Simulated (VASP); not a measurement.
# BaH4 (C2/m) in VASP: further runs, part 3 of 3

VASP 6.6.1. Earlier steps stand in the parts before.

### Step 4. Relaxation of shape and atoms at fixed volume, PBE (12.08 Å³/atom)

This run uses another cell than the first one, of 12.08 Å³/atom.

INCAR reads:

```
PREC = Accurate ; ENCUT = 600
EDIFF = 1E-6 ; ISMEAR = 0
SIGMA = 0.02 ; LREAL = False
LASPH = True ; NELM = 100
ALGO = Normal ; ISIF = 4
LWAVE = False ; LCHARG = False
GGA = PE ; IBRION = 2
NSW = 50 ; EDIFFG = -0.01
```

KPOINTS reads:

```
Automatic mesh
0
Gamma
  6 6 6
```

POSCAR reads:

```
BaH4
1.0
    3.6985194898     -2.2394445761      0.0001924367
    3.6985194898      2.2394445761      0.0001924367
   -2.3077886788      0.0000000000      3.6462720671
Ba H
1 4
Direct
    0.0000000000      0.0000000000      0.5000000000
    0.7405207054      0.7405207054      0.7609666428
    0.2594792946      0.2594792946      0.2390333572
    0.5386090706      0.5386090706      0.9668021020
    0.4613909294      0.4613909294      0.0331978980
```

Potentials or basis: VASP PAW PBE potentials, release 64 (Ba_sv, H).

On the command line:

```bash
> cat potpaw_PBE.64/Ba_sv/POTCAR potpaw_PBE.64/H/POTCAR > POTCAR
> mpirun -np 1 vasp_std > vasp.out
```

OUTCAR:

```text
PREC = Accurate
   ENCUT = 600
   EDIFF = 1E-6
   ISMEAR = 0
   LREAL = False
   LASPH = True
   NELM = 100
   ISIF = 4
   GGA = PE
   IBRION = 2
   NSW = 50
   EDIFFG = -0.01

 ion  position               nearest neighbor table
   1  0.000  0.000  0.500-   2 2.70   3 2.70   2 2.70   2 2.70   3 2.70   3 2.70   3 2.70   2 2.70

   2  0.741  0.741  0.761-   1 2.70   1 2.70   1 2.70   1 2.70
   3  0.259  0.259  0.239-   1 2.70   1 2.70   1 2.70   1 2.70
   4  0.539  0.539  0.967-   5 0.76
   5  0.461  0.461  0.033-   4 0.76

  LATTYP: Found a base centered monoclinic cell.
 ALAT       =     7.3970389896
 B/A-ratio  =     0.6054975725
 C/A-ratio  =     0.5833722830
 COS(beta)  =    -0.5347571930

  Lattice vectors:

 A1 = (   3.6985194898,  -2.2394445761,   0.0001924367)
 A2 = (   3.6985194898,   2.2394445761,   0.0001924367)
 A3 = (  -2.3077886788,   0.0000000000,   3.6462720671)

Analysis of symmetry for initial positions (statically):
=====================================================================
 Subroutine PRICEL returns:
 Original cell was already a primitive cell.

 Routine SETGRP: Setting up the symmetry group for a
 base centered monoclinic supercell.

 Subroutine GETGRP returns: Found  4 space group operations
 (whereof  4 operations were pure point group operations)
 out of a pool of  4 trial point group operations.

The static configuration has the point symmetry C_2h.

Analysis of symmetry for dynamics (positions and initial velocities):
=====================================================================
 Subroutine PRICEL returns:
 Original cell was already a primitive cell.

 Routine SETGRP: Setting up the symmetry group for a
 base centered monoclinic supercell.

 Subroutine GETGRP returns: Found  4 space group operations
 (whereof  4 operations were pure point group operations)
 out of a pool of  4 trial point group operations.

The dynamic configuration has the point symmetry C_2h.

 Subroutine INISYM returns: Found  4 space group operations
 (whereof  4 operations are pure point group operations),
 and found     1 'primitive' translations

----------------------------------------------------------------------------------------

                                     Primitive cell

  volume of cell :      60.4034

  direct lattice vectors                    reciprocal lattice vectors
     3.698519490 -2.239444576  0.000192437     0.135184778 -0.223269647  0.085560785
     3.698519490  2.239444576  0.000192437     0.135184778  0.223269647  0.085560785
    -2.307788679  0.000000000  3.646272067    -0.000014269  0.000000000  0.274243680

  length of vectors
     4.323674186  4.323674186  4.315227523     0.274672364  0.274672364  0.274243680

  position of ions in fractional coordinates (direct lattice)
     1.000000000  1.000000000  0.500000000
     0.740520705  0.740520705  0.760966643
     0.259479295  0.259479295  0.239033357
     0.538609071  0.538609071  0.966802102
     0.461390929  0.461390929  0.033197898

  ion indices of the primitive-cell ions
   primitive index   ion index
[... 60 lines left out ...]
   number of dos      NEDOS =    301   number of ions     NIONS =      5
   total plane-waves  NPLWV =  46656
   dimension x,y,z NGX =    36 NGY =   36 NGZ =   36
   dimension x,y,z NGXF=    72 NGYF=   72 NGZF=   72
   ions per type =               1   4
   NGX,Y,Z   is equivalent  to a cutoff of  13.84, 13.84, 13.87 a.u.
   NGXF,Y,Z  is equivalent  to a cutoff of  27.68, 27.68, 27.74 a.u.
 SYSTEM =  unknown system
   PREC   = accura    normal or accurate (medium, high low for compatibility)
   ISTART =      0    job   : 0-new  1-cont  2-samecut
   ICHARG =      2    charge: 1-file 2-atom 10-const
   ISPIN  =      1    spin polarized calculation?
   LNONCOLLINEAR =      F non collinear calculations
   LSORBIT =      F    spin-orbit coupling
   LASPH  =      T    aspherical Exc in radial PAW
   ENCUT  =  600.0 eV  44.10 Ry    6.64 a.u.   8.64  8.64  8.62*2*pi/ulx,y,z
   NELM   =    100;   NELMIN=  2; NELMDL= -5     # of ELM steps
   EDIFF  = 0.1E-05   stopping-criterion for ELM
   LREAL  =      F    real-space projection
   EDIFFG = -.1E-01   stopping-criterion for IOM
   NSW    =     50    number of steps for IOM
   IBRION =      2    ionic relax: 0-MD 1-quasi-New 2-CG
   NFREE  =      1    steps in history (QN), initial steepest desc. (CG)
   ISIF   =      4    stress and relaxation
   ISYM   =      2    0-nonsym 1-usesym 2-fastsym
   POTIM  = 0.5000    time-step for ionic-motion
   TEBEG  =    0.0;   TEEND  =   0.0 temperature during run
   PSTRESS=    0.0 pullay stress
   NELECT =      14.0000    total number of electrons
   NUPDOWN=      -1.0000    fix difference up-down
   EMIN   =  10.00;   EMAX   =-10.00  energy-range for DOS
   EFERMI =   0.00;   METHOD = LEGACY
   ISMEAR =     0;   SIGMA  =   0.02  broadening in eV -4-tet -1-fermi 0-gaus
   EFERMI_NEDOS =   21; number of points for ismear=-14 and -15
   IALGO  =     38    algorithm
   IMIX   =      4    mixing-type and parameters
     AMIX     =   0.40;   BMIX     =  1.00
     AMIX_MAG =   1.60;   BMIX_MAG =  1.00
  volume/ion in A,a.u.               =      12.08        81.52
  Fermi-wavevector in a.u.,A,eV,Ry     =   1.005612  1.900331 13.758958  1.011255
  Thomas-Fermi vector in A             =   2.138302
   LORBIT       =      0    0 simple, 1 ext, 2 COOP (PROOUT), +10 PAW based schemes
   GGA     = PE    functional components
   LHFCALC =     F    Hartree Fock is set to
   AEXX    =    0.0000 exact exchange contribution
   IVDW    =     0    specifies the selected vdW correction
   LEPSILON=     F    determine dielectric tensor
   LRPA    =     F    only Hartree local field effects (RPA)
 conjugate gradient relaxation of ions
 non-spin polarized calculation
 Gauss-broadening in eV      SIGMA  =   0.02
  energy-cutoff  :      600.00
  volume of cell :       60.40
 maximum number of plane-waves:      2040
 NGX is ok and might be reduce to    36
   NGX = 17   NGY = 17   NGZ = 17

--------------------------------------- Ionic step        1  -------------------------------------------

 number of electron      13.9999999 magnetization

 Free energy of the ion-electron system (eV)
  ---------------------------------------------------
  ext. energy  EPLUGINS =         0.00000000
  ---------------------------------------------------
  free energy    TOTEN  =       -16.75140729 eV

  energy without entropy =      -16.75140729  energy(sigma->0) =      -16.75140729

------------------------ aborting loop because EDIFF is reached ----------------------------------------

  FORCE on cell =-STRESS in cart. coord.  units (eV):
  Direction    XX          YY          ZZ          XY          YZ          ZX
  --------------------------------------------------------------------------------------
  -------------------------------------------------------------------------------------
  Total        1.1314215      0.9842741      0.9970047      0.0000000      0.0000000     -0.0556172
  in kB       30.0105128     26.1074856     26.4451601      0.0000000      0.0000000     -1.4752238
  external PRESSURE =      27.5210528 kB  Pullay stress =       0.0000000 kB
[... 65 lines left out ...]
--------------------------------------- Ionic step        3  -------------------------------------------

 number of electron      13.9999999 magnetization

 Free energy of the ion-electron system (eV)
  ---------------------------------------------------
  ext. energy  EPLUGINS =         0.00000000
  ---------------------------------------------------
  free energy    TOTEN  =       -16.75229111 eV

  energy without entropy =      -16.75229111  energy(sigma->0) =      -16.75229111

 E-fermi :   0.8936     XC(G=0):  -8.6690

 val. band max:        0.7673255055   @ k =   0.0000   0.0000   0.0000
 cond. band min:       3.2032294538   @ k =   0.0000   0.0000   0.5000
 fundamental gap:      2.4359039483
 Fermi energy:         0.8936432333

 k-point     1 :       0.0000    0.0000    0.0000
  band No.  band energies     occupation
      1     -25.8779      2.00000
      2     -10.8523      2.00000
      3     -10.8521      2.00000
      4     -10.8190      2.00000
      5      -7.0429      2.00000
      6      -0.7663      2.00000
      7       0.7673      2.00000
      8       3.9300      0.00000
      9       3.9596      0.00000
     10       4.4317      0.00000
     11       6.0360      0.00000
[... 309 lines left out ...]
 k-point    24 :      -0.1667    0.1667    0.1667
  band No.  band energies     occupation
      1     -25.8352      2.00000
      2     -11.3566      2.00000
      3     -10.9549      2.00000
      4     -10.9484      2.00000
      5      -6.3873      2.00000
      6      -0.9039      2.00000
      7      -0.5039      2.00000
      8       4.2607      0.00000
      9       4.4493      0.00000
     10       5.3286      0.00000
     11       6.6856      0.00000

 [... further k-points ...]
[... 5 lines left out ...]
  --------------------------------------------------------------------------------------
  -------------------------------------------------------------------------------------
  Total        0.9466318      0.9924474      0.9837989      0.0000000      0.0000000      0.0113117
  in kB       25.1090368     26.3242777     26.0948807      0.0000000      0.0000000      0.3000394
  external PRESSURE =      25.8427317 kB  Pullay stress =       0.0000000 kB
[... 20 lines left out ...]
  FREE ENERGIE OF THE ION-ELECTRON SYSTEM (eV)
  ---------------------------------------------------
  free  energy   TOTEN  =       -16.7522911106 eV

  energy  without entropy=      -16.7522911106  energy(sigma->0) =      -16.75229111

 reached required accuracy - stopping structural energy minimisation
```

It took 94 s on 1 thread of Intel Xeon Platinum 8259CL at 2.50GHz (Skylake/Cascade Lake), shared host; peak memory 0.24 GiB.

What came out:

```yaml
Free_energy: -16.7523 eV
Energy_gained_by_relaxing: 0.2 meV/atom
Ionic_steps: 3
Pressure_after_relaxing: 2.6 GPa
Largest_force_after_relaxing: 0.007 eV/Å
Band_gap_on_the_k_mesh: 2.44 eV (least direct gap 2.74 eV)
```

Forces in eV/Å, atoms in the order of the input:
```
Ba   0.000  0.000  0.000
H   -0.007  0.000  0.000
H    0.007  0.000  0.000
H    0.001  0.000 -0.004
H   -0.001  0.000  0.004
```

Stress tensor (GPa, compression positive):
```
2.51 0.00 0.03
0.00 2.63 0.00
0.03 0.00 2.61
```

The path:
| step | energy change (eV) | largest force (eV/Å) | pressure (GPa) | volume (Å³) |
| --- | --- | --- | --- | --- |
| 1 | 0.0000 | 0.2274 | 2.75 | 60.40 |
| 2 | 0.0022 | 0.3940 | 2.28 | 60.40 |
| 3 | -0.0009 | 0.0070 | 2.58 | 60.40 |

Final structure:
```
Ba H
1.0
     3.69967   -2.23905   -0.00049
     3.69967    2.23905   -0.00049
    -2.30918    0.00000    3.64621
Ba H
1 4
Direct
  0.00000 0.00000 0.50000
  0.74051 0.74051 0.76096
  0.25949 0.25949 0.23904
  0.53898 0.53898 0.96646
  0.46102 0.46102 0.03354
```

Caveat: spin-orbit coupling is left out, which moves the levels of the heavy elements. A k mesh can miss the band edges.

### Step 5. Overview

```tsv
cell	gap on the mesh (eV)	pressure (GPa)	largest force (eV/Å)
relaxed from a = 4.222, b = 4.222, c = 4.217 Å, angles 117.1, 117.1, 62.7°, 5 atoms, atomic positions A	2.47	5.4	0.01
relaxed from a = 4.277, b = 4.277, c = 4.269 Å, angles 117.2, 117.2, 62.4°, 5 atoms, atomic positions B	2.46	3.9	-
relaxed from a = 4.324, b = 4.324, c = 4.315 Å, angles 117.2, 117.2, 62.4°, 5 atoms, atomic positions C	2.44	2.6	0.01
```

Alike in all rows: task relaxation of shape and atoms at fixed volume; level PBE; potentials or basis VASP PAW PBE potentials, release 64 (Ba_sv, H); no spin polarisation; k mesh 6 × 6 × 6; cutoff (eV) 600; smearing gaussian 0.02 eV.

Caveats: spin-orbit coupling is left out, which moves the levels of the heavy elements.

Total energies depend on the potentials used, so only differences within one code and one set of settings carry meaning.
